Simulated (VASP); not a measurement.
# B in VASP: notebook

The runs below take B through single point, relaxation of cell and atoms, with PBEsol.

Everything below comes from runs of VASP 6.6.1. Logs are shortened: lines on timing, memory, paths and dates and some standing lists are left out, and cuts for length are marked.

**1. The cell of the first run**

The structure is orthorhombic, space group Cmce (No. 64). The conventional cell has a = 2.930 Å, b = 5.307 Å, c = 3.249 Å, α = 90.00°, β = 90.00°, γ = 90.00°. B (site symmetry m) has 7 B at 1.76 to 1.90 Å within 2.3 Å.

**2. Single point, PBEsol**

Contents of INCAR:

```
SYSTEM = B
PREC = Accurate
ENCUT = 520
EDIFF = 1E-6
ISMEAR = 0
SIGMA = 0.1
LREAL = .FALSE.
LASPH = .TRUE.
NELM = 100
ALGO = Normal
ISIF = 2
LWAVE = .FALSE.
LCHARG = .TRUE.
GGA = PS
LELF = .TRUE.
LVHAR = .TRUE.
NBANDS = 14
```

Contents of KPOINTS:

```
regular mesh
0
G
  6 6 6
  0 0 0
```

Contents of POSCAR:

```
B
1.0
    1.4650628462     -2.6534055145      0.0000000000
    1.4650628462      2.6534055145      0.0000000000
    0.0000000000      0.0000000000      3.2490522082
B
4
Direct
    0.1565609259      0.8434390741      0.0898975413
    0.6565609259      0.3434390741      0.4101024587
    0.8434390741      0.1565609259      0.9101024587
    0.3434390741      0.6565609259      0.5898975413
```

Potentials or basis: VASP PAW PBE potentials, release 64 (B).

The run is started by

```sh
> cat potpaw_PBE.64/B/POTCAR > POTCAR
> mpirun -np 1 vasp_std > vasp.out
```

OUTCAR:

```text
SYSTEM = B
   PREC = Accurate
   ENCUT = 520
   EDIFF = 1E-6
   ISMEAR = 0
   LREAL = .FALSE.
   LASPH = .TRUE.
   NELM = 100
   ISIF = 2
   GGA = PS

 ion  position               nearest neighbor table
   1  0.157  0.843  0.090-   3 1.76   2 1.80   2 1.80   3 1.86   3 1.86   4 1.90   4 1.90
   2  0.657  0.343  0.410-   4 1.76   1 1.80   1 1.80   4 1.86   4 1.86   3 1.90   3 1.90
   3  0.843  0.157  0.910-   1 1.76   4 1.80   4 1.80   1 1.86   1 1.86   2 1.90   2 1.90
   4  0.343  0.657  0.590-   2 1.76   3 1.80   3 1.80   2 1.86   2 1.86   1 1.90   1 1.90

  LATTYP: Found a base centered orthorhombic cell.
 ALAT       =     2.9301256924
 B/A-ratio  =     1.8111206092
 C/A-ratio  =     1.1088439710

  Lattice vectors:

 A1 = (   1.4650628462,  -2.6534055145,   0.0000000000)
 A2 = (   1.4650628462,   2.6534055145,   0.0000000000)
 A3 = (   0.0000000000,   0.0000000000,   3.2490522082)

Analysis of symmetry for initial positions (statically):
=====================================================================
 Subroutine PRICEL returns:
 Original cell was already a primitive cell.

 Routine SETGRP: Setting up the symmetry group for a
 base centered orthorhombic supercell.

 Subroutine GETGRP returns: Found  8 space group operations
 (whereof  4 operations were pure point group operations)
 out of a pool of  8 trial point group operations.

The static configuration has the point symmetry C_2h.
 The point group associated with its full space group is D_2h.

Analysis of symmetry for dynamics (positions and initial velocities):
=====================================================================
 Subroutine PRICEL returns:
 Original cell was already a primitive cell.

 Routine SETGRP: Setting up the symmetry group for a
 base centered orthorhombic supercell.

 Subroutine GETGRP returns: Found  8 space group operations
 (whereof  4 operations were pure point group operations)
 out of a pool of  8 trial point group operations.

The dynamic configuration has the point symmetry C_2h.
 The point group associated with its full space group is D_2h.

 Subroutine INISYM returns: Found  8 space group operations
 (whereof  4 operations are pure point group operations),
 and found     1 'primitive' translations

----------------------------------------------------------------------------------------

                                     Primitive cell

  volume of cell :      25.2608

  direct lattice vectors                    reciprocal lattice vectors
     1.465062846 -2.653405515  0.000000000     0.341282288 -0.188437085  0.000000000
     1.465062846  2.653405515  0.000000000     0.341282288  0.188437085  0.000000000
     0.000000000  0.000000000  3.249052208     0.000000000  0.000000000  0.307782066

  length of vectors
     3.031001479  3.031001479  3.249052208     0.389848862  0.389848862  0.307782066

  position of ions in fractional coordinates (direct lattice)
     0.156560926  0.843439074  0.089897541
     0.656560926  0.343439074  0.410102459
     0.843439074  0.156560926  0.910102459
     0.343439074  0.656560926  0.589897541

  ion indices of the primitive-cell ions
   primitive index   ion index
                 1           1
                 2           2
                 3           3
                 4           4

----------------------------------------------------------------------------------------

 KPOINTS: regular mesh

Automatic generation of k-mesh.
 Grid dimensions read from file:
 generate k-points for:    6    6    6

 Generating k-lattice:

  Cartesian coordinates                     Fractional coordinates (reciprocal lattice)
     0.056880381 -0.031406181  0.000000000     0.166666667  0.000000000  0.000000000
     0.056880381  0.031406181  0.000000000     0.000000000  0.166666667  0.000000000
     0.000000000  0.000000000  0.051297011     0.000000000  0.000000000  0.166666667

  Length of vectors
     0.064974810  0.064974810  0.051297011

  Shift w.r.t. Gamma in fractional coordinates (k-lattice)
     0.000000000  0.000000000  0.000000000

 Subroutine IBZKPT returns following result:
 ===========================================

 Found     52 irreducible k-points:

 Following reciprocal coordinates:
            Coordinates               Weight
  0.000000  0.000000  0.000000      1.000000
  0.166667  0.000000  0.000000      4.000000
  0.333333  0.000000  0.000000      4.000000
  0.500000 -0.000000  0.000000      2.000000
  0.166667  0.166667  0.000000      2.000000
  0.333333  0.166667  0.000000      4.000000
[... 16 lines left out ...]
  0.333333  0.333333  0.166667      4.000000
  0.500000  0.333333  0.166667      8.000000
 [... further k-points ...]
   k-points           NKPTS =     52   k-points in BZ     NKDIM =     52   number of bands    NBANDS=     14
   number of dos      NEDOS =    301   number of ions     NIONS =      4
   total plane-waves  NPLWV =  13824
   dimension x,y,z NGX =    24 NGY =   24 NGZ =   24
   dimension x,y,z NGXF=    48 NGYF=   48 NGZF=   48
   ions per type =               4
   NGX,Y,Z   is equivalent  to a cutoff of  13.16, 13.16, 12.28 a.u.
   NGXF,Y,Z  is equivalent  to a cutoff of  26.33, 26.33, 24.56 a.u.
 SYSTEM =  B
   PREC   = accura    normal or accurate (medium, high low for compatibility)
   ISTART =      0    job   : 0-new  1-cont  2-samecut
   ICHARG =      2    charge: 1-file 2-atom 10-const
   ISPIN  =      1    spin polarized calculation?
   LNONCOLLINEAR =      F non collinear calculations
   LSORBIT =      F    spin-orbit coupling
   LASPH  =      T    aspherical Exc in radial PAW
   ENCUT  =  520.0 eV  38.22 Ry    6.18 a.u.   5.64  5.64  6.04*2*pi/ulx,y,z
   NELM   =    100;   NELMIN=  2; NELMDL= -5     # of ELM steps
   EDIFF  = 0.1E-05   stopping-criterion for ELM
   LREAL  =      F    real-space projection
   EDIFFG = 0.1E-04   stopping-criterion for IOM
   NSW    =      0    number of steps for IOM
   IBRION =     -1    ionic relax: 0-MD 1-quasi-New 2-CG
   NFREE  =      0    steps in history (QN), initial steepest desc. (CG)
   ISIF   =      2    stress and relaxation
   ISYM   =      2    0-nonsym 1-usesym 2-fastsym
   POTIM  = 0.5000    time-step for ionic-motion
   TEBEG  =    0.0;   TEEND  =   0.0 temperature during run
   PSTRESS=    0.0 pullay stress
   NELECT =      12.0000    total number of electrons
   NUPDOWN=      -1.0000    fix difference up-down
   EMIN   =  10.00;   EMAX   =-10.00  energy-range for DOS
   EFERMI =   0.00;   METHOD = LEGACY
   ISMEAR =     0;   SIGMA  =   0.10  broadening in eV -4-tet -1-fermi 0-gaus
   EFERMI_NEDOS =   21; number of points for ismear=-14 and -15
   IALGO  =     38    algorithm
   IMIX   =      4    mixing-type and parameters
     AMIX     =   0.40;   BMIX     =  1.00
     AMIX_MAG =   1.60;   BMIX_MAG =  1.00
  volume/ion in A,a.u.               =       6.32        42.62
  Fermi-wavevector in a.u.,A,eV,Ry     =   1.277379  2.413896 22.200582  1.631697
  Thomas-Fermi vector in A             =   2.409982
   LORBIT       =      0    0 simple, 1 ext, 2 COOP (PROOUT), +10 PAW based schemes
   GGA     = PS    functional components
   LHFCALC =     F    Hartree Fock is set to
   AEXX    =    0.0000 exact exchange contribution
   IVDW    =     0    specifies the selected vdW correction
   LEPSILON=     F    determine dielectric tensor
   LRPA    =     F    only Hartree local field effects (RPA)
 non-spin polarized calculation
 Gauss-broadening in eV      SIGMA  =   0.10
  energy-cutoff  :      520.00
  volume of cell :       25.26
 maximum number of plane-waves:       697
 NGX is ok and might be reduce to    24
   NGX = 11   NGY = 11   NGZ = 13

 number of electron      12.0000000 magnetization

 Free energy of the ion-electron system (eV)
  ---------------------------------------------------
  ext. energy  EPLUGINS =         0.00000000
  ---------------------------------------------------
  free energy    TOTEN  =       -27.15493175 eV

  energy without entropy =      -27.15241832  energy(sigma->0) =      -27.15367503

 E-fermi :   8.8653     XC(G=0): -12.5349

 val. band max:        8.8606089437   @ k =   0.0000   0.0000   0.3333
 cond. band min:       9.1317500859   @ k =  -0.3333   0.3333   0.3333
 fundamental gap:      0.2711411422
 Fermi energy:         8.8653357249

 k-point     1 :       0.0000    0.0000    0.0000
  band No.  band energies     occupation
      1      -9.0079      2.00000
      2       0.9239      2.00000
      3       2.9926      2.00000
      4       4.2460      2.00000
      5       5.3902      2.00000
      6       9.4578      0.00000
      7       9.7999      0.00000
      8      11.3986      0.00000
      9      11.4354      0.00000
     10      15.8647      0.00000
     11      17.3381      0.00000
     12      19.6862      0.00000
     13      19.8038      0.00000
     14      21.6570      0.00000

 k-point     2 :       0.1667    0.0000    0.0000
  band No.  band energies     occupation
      1      -8.5190      2.00000
      2       1.3291      2.00000
      3       2.1488      2.00000
      4       3.2475      2.00000
      5       4.8030      2.00000
      6       6.4350      2.00000
      7      12.2311      0.00000
      8      12.7731      0.00000
      9      13.5363      0.00000
     10      14.9989      0.00000
     11      16.7138      0.00000
     12      16.8667      0.00000
     13      19.4893      0.00000
     14      21.8507      0.00000

 k-point     3 :       0.3333    0.0000    0.0000
  band No.  band energies     occupation
      1      -7.0596      2.00000
      2      -1.4493      2.00000
      3       2.3561      2.00000
      4       3.6981      2.00000
      5       4.1078      2.00000
      6       4.6332      2.00000
      7      11.5022      0.00000
      8      11.9550      0.00000
      9      14.6513      0.00000
     10      14.9196      0.00000
     11      17.2335      0.00000
     12      17.5712      0.00000
     13      19.9344      0.00000
     14      22.4730      0.00000

 k-point     4 :       0.5000   -0.0000    0.0000
  band No.  band energies     occupation
      1      -4.6644      2.00000
      2      -4.6644      2.00000
      3       3.2198      2.00000
      4       3.2198      2.00000
      5       4.2906      2.00000
      6       4.2906      2.00000
      7      10.4466      0.00000
      8      10.4466      0.00000
      9      14.9440      0.00000
     10      14.9440      0.00000
     11      17.9559      0.00000
     12      17.9559      0.00000
     13      23.3721      0.00000
     14      23.3721      0.00000

 k-point     5 :       0.1667    0.1667    0.0000
  band No.  band energies     occupation
      1      -7.5054      2.00000
      2      -0.3198      2.00000
      3       2.0940      2.00000
      4       2.6942      2.00000
      5       3.7239      2.00000
      6       6.4884      2.00000
      7      11.3978      0.00000
      8      12.7961      0.00000
      9      14.2410      0.00000
     10      15.0564      0.00000
     11      15.7964      0.00000
[... 276 lines left out ...]
 k-point    22 :      -0.1667    0.1667    0.1667
  band No.  band energies     occupation
      1      -8.2498      2.00000
      2      -0.9969      2.00000
      3       2.8627      2.00000
      4       3.7195      2.00000
      5       5.9345      2.00000
      6       8.7731      1.80769
      7      10.1589      0.00000
      8      10.4007      0.00000
      9      14.3522      0.00000
     10      14.8104      0.00000
     11      16.1725      0.00000
     12      17.9609      0.00000
     13      20.5341      0.00000
     14      21.6982      0.00000

 k-point    23 :       0.3333    0.3333    0.1667
  band No.  band energies     occupation
      1      -4.1956      2.00000
      2      -2.7907      2.00000
      3      -1.4966      2.00000
      4       2.3385      2.00000
      5       3.7768      2.00000
      6       5.6849      2.00000
      7      11.8470      0.00000
      8      12.3740      0.00000
      9      14.0889      0.00000
     10      15.9672      0.00000
     11      16.4018      0.00000
     12      18.9528      0.00000
     13      22.6911      0.00000
     14      24.6956      0.00000

 k-point    24 :       0.5000    0.3333    0.1667
  band No.  band energies     occupation
      1      -5.7530      2.00000
      2      -1.9470      2.00000
      3       0.3074      2.00000
      4       1.2134      2.00000
      5       5.3672      2.00000
      6       6.1033      2.00000
      7      10.4943      0.00000
      8      11.4231      0.00000
      9      13.2990      0.00000
     10      15.7998      0.00000
     11      16.6989      0.00000
     12      20.3279      0.00000
     13      23.0273      0.00000
     14      24.1371      0.00000

 [... further k-points ...]
[... 5 lines left out ...]
  --------------------------------------------------------------------------------------
  -------------------------------------------------------------------------------------
  Total        0.0252051     -0.0010234      0.0389851      0.0000000      0.0000000      0.0000000
  in kB        1.5986459     -0.0649067      2.4726478      0.0000000      0.0000000      0.0000000
  external PRESSURE =       1.3354623 kB  Pullay stress =       0.0000000 kB

 VOLUME and BASIS-vectors are now :
 -----------------------------------------------------------------------------
  energy-cutoff  :      520.00
  volume of cell :       25.26
      direct lattice vectors                 reciprocal lattice vectors
     1.465062846 -2.653405515  0.000000000     0.341282288 -0.188437085  0.000000000
     1.465062846  2.653405515  0.000000000     0.341282288  0.188437085  0.000000000
     0.000000000  0.000000000  3.249052208     0.000000000  0.000000000  0.307782066

 POSITION                                       TOTAL-FORCE (eV/Angst)
 -----------------------------------------------------------------------------------
      1.46506      1.82257      0.29208         0.000000      0.009363      0.015193
      1.46506     -0.83084      1.33244         0.000000      0.009363     -0.015193
      1.46506     -1.82257      2.95697         0.000000     -0.009363     -0.015193
      1.46506      0.83084      1.91661         0.000000     -0.009363      0.015193
 -----------------------------------------------------------------------------------
    total drift:                                0.000000     -0.000000      0.000000

  FREE ENERGIE OF THE ION-ELECTRON SYSTEM (eV)
  ---------------------------------------------------
  free  energy   TOTEN  =       -27.1549317472 eV

  energy  without entropy=      -27.1524183190  energy(sigma->0) =      -27.15367503
```

Run time: 8.6 s. Hardware: 1 thread of Intel Xeon Platinum 8375C at 2.90GHz (Ice Lake), shared host; peak memory 0.14 GiB.

Results:

```
Free energy            : -27.1549 eV
Pressure               : 0.1 GPa
Largest force          : 0.018 eV/Å
Band gap on the k mesh : zero (band 6 reaches 9.46 eV, above the bottom of band 7 at 8.43 eV)
```

Forces in eV/Å, atoms in the order of the input:
```
B    0.000  0.009  0.015
B    0.000  0.009 -0.015
B    0.000 -0.009 -0.015
B    0.000 -0.009  0.015
```

Stress tensor (GPa, compression positive):
```
 0.16  0.00  0.00
 0.00 -0.01  0.00
 0.00  0.00  0.25
```

Caveat: the k points lie up to 0.41 Å⁻¹ apart; the PAW data sets were made with another functional, which shifts forces and pressure a little.

(Part 1 of 2 ends here.)
